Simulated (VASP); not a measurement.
# InSb (P4/mmm) in VASP: notebook

The runs below take InSb through single point, with LDA.

All numbers are computed with VASP 6.6.1; they aren't measurements. Logs are shortened: lines on timing, memory, paths and dates and some standing lists are left out, and cuts for length are marked.

### Step 1. The cell of the first run

Symmetry: P4/mmm, No. 123, tetragonal system. Conventional cell: a = 3.132 Å, b = 3.132 Å, c = 5.567 Å, α = 90.00°, β = 90.00°, γ = 90.00°. Within 3.7 Å of In (site symmetry 4/mmm) lie 2 Sb at 2.78 Å and 4 In at 3.13 Å. Within 3.7 Å of Sb (site symmetry 4/mmm) lie 2 In at 2.78 Å and 4 Sb at 3.13 Å.

### Step 2. Single point, LDA (27.30 Å³/atom)

Contents of INCAR:

```
ALGO = Normal
EDIFF = 1E-6
ENCUT = 520
GGA = CA
ISIF = 2
ISMEAR = 0
LASPH = T
LCHARG = F
LREAL = F
LWAVE = F
NBANDS = 16
NELM = 80
PREC = Accurate
SIGMA = 0.15
```

Contents of KPOINTS:

```
k-points
0
Gamma
  16 16 8
```

Contents of POSCAR:

```
InSb
1.0
    3.1316652787      0.0000000000      0.0000000000
    0.0000000000      3.1316652787      0.0000000000
    0.0000000000      0.0000000000      5.5665350328
In Sb
1 1
Direct
    0.0000000000      0.0000000000      0.0000000000
    0.0000000000      0.0000000000      0.5000000000
```

Potentials or basis: VASP PAW LDA potentials, release 64 (In_d, Sb).

Started as:

```bash
> cat potpaw_LDA.64/In_d/POTCAR potpaw_LDA.64/Sb/POTCAR > POTCAR
> mpirun -np 1 vasp_std > vasp.out
```

OUTCAR:

```text
EDIFF = 1E-6
   ENCUT = 520
   GGA = CA
   ISIF = 2
   ISMEAR = 0
   LASPH = T
   LREAL = F
   NELM = 80
   PREC = Accurate

 ion  position               nearest neighbor table
   1  0.000  0.000  0.000-   2 2.78   2 2.78
   2  0.000  0.000  0.500-   1 2.78   1 2.78

  LATTYP: Found a simple tetragonal cell.
 ALAT       =     3.1316652787
 C/A-ratio  =     1.7775000000

  Lattice vectors:

 A1 = (   3.1316652787,   0.0000000000,   0.0000000000)
 A2 = (   0.0000000000,   3.1316652787,   0.0000000000)
 A3 = (   0.0000000000,   0.0000000000,   5.5665350328)

Analysis of symmetry for initial positions (statically):
=====================================================================
 Subroutine PRICEL returns:
 Original cell was already a primitive cell.

 Routine SETGRP: Setting up the symmetry group for a
 simple tetragonal supercell.

 Subroutine GETGRP returns: Found 16 space group operations
 (whereof 16 operations were pure point group operations)
 out of a pool of 16 trial point group operations.

The static configuration has the point symmetry D_4h.

Analysis of symmetry for dynamics (positions and initial velocities):
=====================================================================
 Subroutine PRICEL returns:
 Original cell was already a primitive cell.

 Routine SETGRP: Setting up the symmetry group for a
 simple tetragonal supercell.

 Subroutine GETGRP returns: Found 16 space group operations
 (whereof 16 operations were pure point group operations)
 out of a pool of 16 trial point group operations.

The dynamic configuration has the point symmetry D_4h.

 Subroutine INISYM returns: Found 16 space group operations
 (whereof 16 operations are pure point group operations),
 and found     1 'primitive' translations

----------------------------------------------------------------------------------------

                                     Primitive cell

  volume of cell :      54.5928

  direct lattice vectors                    reciprocal lattice vectors
     3.131665279  0.000000000  0.000000000     0.319318928  0.000000000  0.000000000
     0.000000000  3.131665279  0.000000000     0.000000000  0.319318928  0.000000000
     0.000000000  0.000000000  5.566535033     0.000000000  0.000000000  0.179644967

  length of vectors
     3.131665279  3.131665279  5.566535033     0.319318928  0.319318928  0.179644967

  position of ions in fractional coordinates (direct lattice)
[... 78 lines left out ...]
   NELM   =     80;   NELMIN=  2; NELMDL= -5     # of ELM steps
   EDIFF  = 0.1E-05   stopping-criterion for ELM
   LREAL  =      F    real-space projection
   EDIFFG = 0.1E-04   stopping-criterion for IOM
   NSW    =      0    number of steps for IOM
   IBRION =     -1    ionic relax: 0-MD 1-quasi-New 2-CG
   NFREE  =      0    steps in history (QN), initial steepest desc. (CG)
   ISIF   =      2    stress and relaxation
   ISYM   =      2    0-nonsym 1-usesym 2-fastsym
   POTIM  = 0.5000    time-step for ionic-motion
   TEBEG  =    0.0;   TEEND  =   0.0 temperature during run
   PSTRESS=    0.0 pullay stress
   NELECT =      18.0000    total number of electrons
   NUPDOWN=      -1.0000    fix difference up-down
   EMIN   =  10.00;   EMAX   =-10.00  energy-range for DOS
   EFERMI =   0.00;   METHOD = LEGACY
   ISMEAR =     0;   SIGMA  =   0.15  broadening in eV -4-tet -1-fermi 0-gaus
   EFERMI_NEDOS =   21; number of points for ismear=-14 and -15
   IALGO  =     38    algorithm
   IMIX   =      4    mixing-type and parameters
     AMIX     =   0.40;   BMIX     =  1.00
     AMIX_MAG =   1.60;   BMIX_MAG =  1.00
  volume/ion in A,a.u.               =      27.30       184.21
  Fermi-wavevector in a.u.,A,eV,Ry     =   1.130977  2.137237 17.403336  1.279109
  Thomas-Fermi vector in A             =   2.267675
   LORBIT       =      0    0 simple, 1 ext, 2 COOP (PROOUT), +10 PAW based schemes
   GGA     = CA    functional components
   LHFCALC =     F    Hartree Fock is set to
   AEXX    =    0.0000 exact exchange contribution
   IVDW    =     0    specifies the selected vdW correction
   LEPSILON=     F    determine dielectric tensor
   LRPA    =     F    only Hartree local field effects (RPA)
 non-spin polarized calculation
 Gauss-broadening in eV      SIGMA  =   0.15
  energy-cutoff  :      520.00
  volume of cell :       54.59
 maximum number of plane-waves:      1494
 NGX is ok and might be reduce to    24
   NGX = 11   NGY = 11   NGZ = 21

 number of electron      18.0000009 magnetization

 Free energy of the ion-electron system (eV)
  ---------------------------------------------------
  ext. energy  EPLUGINS =         0.00000000
  ---------------------------------------------------
  free energy    TOTEN  =        -7.74508596 eV

  energy without entropy =       -7.73017187  energy(sigma->0) =       -7.73762891

 E-fermi :   7.3712     XC(G=0): -10.1984

 val. band max:        7.3569971817   @ k =   0.1875   0.1250   0.1250
 cond. band min:       7.3712943658   @ k =   0.3750   0.2500   0.1250
 fundamental gap:      0.0142971841
 Fermi energy:         7.3711540972

 k-point     1 :       0.0000    0.0000    0.0000
  band No.  band energies     occupation
      1      -7.5584      2.00000
      2      -7.5524      2.00000
      3      -7.0866      2.00000
      4      -7.0866      2.00000
      5      -6.9633      2.00000
      6      -4.5199      2.00000
[... 433 lines left out ...]
      3      -7.1586      2.00000
      4      -7.0983      2.00000
      5      -7.0890      2.00000
      6      -1.8534      2.00000
[... 8 lines left out ...]
     15      17.8299      0.00000
     16      18.6534      0.00000

 [... further k-points ...]

------------------------ aborting loop because EDIFF is reached ----------------------------------------

  FORCE on cell =-STRESS in cart. coord.  units (eV):
  Direction    XX          YY          ZZ          XY          YZ          ZX
  --------------------------------------------------------------------------------------
  -------------------------------------------------------------------------------------
  Total       -1.3102582     -1.3102582      4.2360285      0.0000000      0.0000000     -0.0000000
  in kB      -38.4531434    -38.4531434    124.3179491      0.0000000      0.0000000     -0.0000000
  external PRESSURE =      15.8038874 kB  Pullay stress =       0.0000000 kB

 VOLUME and BASIS-vectors are now :
 -----------------------------------------------------------------------------
  energy-cutoff  :      520.00
  volume of cell :       54.59
      direct lattice vectors                 reciprocal lattice vectors
     3.131665279  0.000000000  0.000000000     0.319318928  0.000000000  0.000000000
     0.000000000  3.131665279  0.000000000     0.000000000  0.319318928  0.000000000
     0.000000000  0.000000000  5.566535033     0.000000000  0.000000000  0.179644967

 POSITION                                       TOTAL-FORCE (eV/Angst)
 -----------------------------------------------------------------------------------
      0.00000      0.00000      0.00000         0.000000      0.000000      0.000000
      0.00000      0.00000      2.78327         0.000000      0.000000      0.000000
 -----------------------------------------------------------------------------------
    total drift:                                0.000000     -0.000000     -0.000000

  FREE ENERGIE OF THE ION-ELECTRON SYSTEM (eV)
  ---------------------------------------------------
  free  energy   TOTEN  =        -7.7450859552 eV

  energy  without entropy=       -7.7301718662  energy(sigma->0) =       -7.73762891
```

OSZICAR:

```text
N       E                     dE             d eps       ncg     rms          rms(c)
DAV:   1     0.112795301843E+03    0.11280E+03   -0.79810E+03  7240   0.119E+03
DAV:   2    -0.882843118065E+00   -0.11368E+03   -0.11028E+03  8168   0.297E+02
DAV:   3    -0.761010626154E+01   -0.67273E+01   -0.66779E+01  9208   0.716E+01
DAV:   4    -0.778864893175E+01   -0.17854E+00   -0.17849E+00  9128   0.127E+01
DAV:   5    -0.779722909069E+01   -0.85802E-02   -0.85800E-02 10752   0.232E+00    0.391E+00
DAV:   6    -0.775714676698E+01    0.40082E-01   -0.52893E-02  9448   0.420E+00    0.210E+00
DAV:   7    -0.774559071775E+01    0.11556E-01   -0.22695E-02  9992   0.203E+00    0.349E-01
DAV:   8    -0.774515782012E+01    0.43290E-03   -0.17698E-03  9568   0.526E-01    0.161E-01
DAV:   9    -0.774508695573E+01    0.70864E-04   -0.13255E-04 10224   0.149E-01    0.386E-02
DAV:  10    -0.774508588322E+01    0.10725E-05   -0.81591E-06  8736   0.214E-02    0.113E-02
DAV:  11    -0.774508595519E+01   -0.71972E-07   -0.17452E-06  7280   0.183E-02
   1 F= -.77450860E+01 E0= -.77376289E+01  d E =-.149141E-01
```

stdout:

```text
POSCAR found type information on POSCAR InSb
 POSCAR found :  2 types and       2 ions
 scaLAPACK will be used
 LDA part: xc-table for (Slater(with rela. corr.)+CA(PZ))
 , standard interpolation
 POSCAR, INCAR and KPOINTS ok, starting setup
 FFT: planning ... GRIDC
 FFT: planning ... GRID_SOFT
 FFT: planning ... GRID
 WAVECAR not read
 entering main loop
```

It took 44 s on 1 thread of Intel Xeon 6975P-C (Granite Rapids), shared host; peak memory 0.3 GiB.

What came out:

```yaml
Free_energy: -7.7451 eV
Pressure: 1.6 GPa
Band_gap_on_the_k_mesh: zero (bands 9 and 10 overlap by 5.36 eV)
```

Levels at points of the mesh, in eV from the Fermi level:
```csv
k point,band 6,band 7,band 8,band 9,band 10,band 11,band 12,band 13
"(0.00, 0.00, 0.00)",-11.89,-6.13,-5.02,3.30,3.30,7.14,7.91,8.08
"(0.50, 0.00, 0.00)",-9.44,-5.30,-3.03,-2.91,-1.02,3.14,5.22,10.02
"(0.50, 0.50, 0.00)",-6.92,-3.29,-3.29,-1.17,0.75,1.29,1.29,2.42
"(0.00, 0.00, 0.50)",-11.67,-8.59,0.69,1.49,3.74,3.74,7.18,7.18
"(0.50, 0.00, 0.50)",-9.37,-5.67,-4.73,-2.57,3.17,4.08,5.63,7.01
"(0.50, 0.50, 0.50)",-6.94,-2.83,-2.80,-2.80,-0.10,-0.10,2.90,4.39
```

Caveat: spin-orbit coupling is left out, which moves the levels of the heavy elements.

### Step 3. Single point, LDA (27.30 Å³/atom)

Contents of INCAR:

```
SYSTEM = InSb
ALGO = Normal ; EDIFF = 1E-6
ENCUT = 520 ; GGA = CA
ISIF = 2 ; ISMEAR = 0
LASPH = .TRUE. ; LCHARG = .FALSE.
LREAL = .FALSE. ; LWAVE = .FALSE.
NBANDS = 16 ; NELM = 80
PREC = Accurate ; SIGMA = 0.15
```

Contents of KPOINTS:

```
k-points
0
G
  16 16 8
  0 0 0
```

Contents of POSCAR:

```
InSb
1.0
    2.9484389234      0.0000000000      0.0000000000
    0.0000000000      2.9484389234      0.0000000000
    0.0000000000      0.0000000000      6.2798800630
In Sb
1 1
Direct
    0.0000000000      0.0000000000      0.0000000000
    0.0000000000      0.0000000000      0.5000000000
```

Potentials or basis: VASP PAW LDA potentials, release 64 (In_d, Sb).

Started as:

```bash
> cat potpaw_LDA.64/In_d/POTCAR potpaw_LDA.64/Sb/POTCAR > POTCAR
> mpirun -np 1 vasp_std > vasp.out
```

OUTCAR:

```text
SYSTEM = InSb
   EDIFF = 1E-6
   ENCUT = 520
   GGA = CA
   ISIF = 2
   ISMEAR = 0
   LASPH = .TRUE.
   LREAL = .FALSE.
   NELM = 80
   PREC = Accurate

 ion  position               nearest neighbor table
   1  0.000  0.000  0.000-   2 3.14   2 3.14
   2  0.000  0.000  0.500-   1 3.14   1 3.14

  LATTYP: Found a simple tetragonal cell.
 ALAT       =     2.9484389234
 C/A-ratio  =     2.1299000000

  Lattice vectors:

 A1 = (   2.9484389234,   0.0000000000,   0.0000000000)
 A2 = (   0.0000000000,   2.9484389234,   0.0000000000)
 A3 = (   0.0000000000,   0.0000000000,   6.2798800630)

Analysis of symmetry for initial positions (statically):
=====================================================================
 Subroutine PRICEL returns:
 Original cell was already a primitive cell.

 Routine SETGRP: Setting up the symmetry group for a
 simple tetragonal supercell.

 Subroutine GETGRP returns: Found 16 space group operations
 (whereof 16 operations were pure point group operations)
 out of a pool of 16 trial point group operations.

The static configuration has the point symmetry D_4h.

Analysis of symmetry for dynamics (positions and initial velocities):
=====================================================================
 Subroutine PRICEL returns:
 Original cell was already a primitive cell.

 Routine SETGRP: Setting up the symmetry group for a
 simple tetragonal supercell.

 Subroutine GETGRP returns: Found 16 space group operations
 (whereof 16 operations were pure point group operations)
 out of a pool of 16 trial point group operations.

The dynamic configuration has the point symmetry D_4h.

 Subroutine INISYM returns: Found 16 space group operations
 (whereof 16 operations are pure point group operations),
 and found     1 'primitive' translations

----------------------------------------------------------------------------------------

                                     Primitive cell

[... 110 lines left out ...]
     AMIX_MAG =   1.60;   BMIX_MAG =  1.00
  volume/ion in A,a.u.               =      27.30       184.21
  Fermi-wavevector in a.u.,A,eV,Ry     =   1.130977  2.137237 17.403336  1.279109
  Thomas-Fermi vector in A             =   2.267675
   LORBIT       =      0    0 simple, 1 ext, 2 COOP (PROOUT), +10 PAW based schemes
   GGA     = CA    functional components
   LHFCALC =     F    Hartree Fock is set to
   AEXX    =    0.0000 exact exchange contribution
   IVDW    =     0    specifies the selected vdW correction
   LEPSILON=     F    determine dielectric tensor
   LRPA    =     F    only Hartree local field effects (RPA)
 non-spin polarized calculation
 Gauss-broadening in eV      SIGMA  =   0.15
  energy-cutoff  :      520.00
  volume of cell :       54.59
 maximum number of plane-waves:      1508
 NGX is ok and might be reduce to    24
   NGX = 11   NGY = 11   NGZ = 23

 number of electron      17.9999999 magnetization

 Free energy of the ion-electron system (eV)
  ---------------------------------------------------
  ext. energy  EPLUGINS =         0.00000000
  ---------------------------------------------------
  free energy    TOTEN  =        -7.92098629 eV

  energy without entropy =       -7.91020812  energy(sigma->0) =       -7.91559720

 E-fermi :   7.3269     XC(G=0): -10.2041

 val. band max:        7.3149037483   @ k =   0.4375   0.3125   0.2500
 cond. band min:       7.3443589958   @ k =   0.3750   0.0000   0.1250
 fundamental gap:      0.0294552475
 Fermi energy:         7.3269305560

 k-point     1 :       0.0000    0.0000    0.0000
  band No.  band energies     occupation
      1      -7.7889      2.00000
      2      -7.4877      2.00000
      3      -6.9950      2.00000
      4      -6.9950      2.00000
      5      -6.8658      2.00000
      6      -4.8808      2.00000
[... 433 lines left out ...]
      3      -7.1827      2.00000
      4      -7.0133      2.00000
      5      -6.9209      2.00000
      6      -1.4260      2.00000
[... 8 lines left out ...]
     15      18.0562      0.00000
     16      18.7643      0.00000

 [... further k-points ...]

------------------------ aborting loop because EDIFF is reached ----------------------------------------

  FORCE on cell =-STRESS in cart. coord.  units (eV):
  Direction    XX          YY          ZZ          XY          YZ          ZX
  --------------------------------------------------------------------------------------
  -------------------------------------------------------------------------------------
  Total        0.9146436      0.9146436     -1.2448725      0.0000000      0.0000000      0.0000000
  in kB       26.8427417     26.8427417    -36.5342197      0.0000000      0.0000000      0.0000000
  external PRESSURE =       5.7170879 kB  Pullay stress =       0.0000000 kB

 VOLUME and BASIS-vectors are now :
 -----------------------------------------------------------------------------
  energy-cutoff  :      520.00
  volume of cell :       54.59
      direct lattice vectors                 reciprocal lattice vectors
     2.948438923  0.000000000  0.000000000     0.339162528  0.000000000  0.000000000
     0.000000000  2.948438923  0.000000000     0.000000000  0.339162528  0.000000000
     0.000000000  0.000000000  6.279880063     0.000000000  0.000000000  0.159238710

 POSITION                                       TOTAL-FORCE (eV/Angst)
 -----------------------------------------------------------------------------------
      0.00000      0.00000      0.00000         0.000000      0.000000      0.000000
      0.00000      0.00000      3.13994         0.000000      0.000000      0.000000
 -----------------------------------------------------------------------------------
    total drift:                                0.000000     -0.000000     -0.000000

  FREE ENERGIE OF THE ION-ELECTRON SYSTEM (eV)
  ---------------------------------------------------
  free  energy   TOTEN  =        -7.9209862855 eV

  energy  without entropy=       -7.9102081191  energy(sigma->0) =       -7.91559720
```

Run time: 42 s. Hardware: 1 thread of Intel Xeon 6975P-C (Granite Rapids), shared host; peak memory 0.31 GiB.

Results:

```
Free energy            : -7.9210 eV
Pressure               : 0.6 GPa
Band gap on the k mesh : zero (bands 9 and 10 overlap by 6.38 eV)
```

Stress tensor (GPa, compression positive):
```
 2.68  0.00  0.00
 0.00  2.68  0.00
 0.00  0.00 -3.65
```

Caveat: spin-orbit coupling is left out, which moves the levels of the heavy elements.
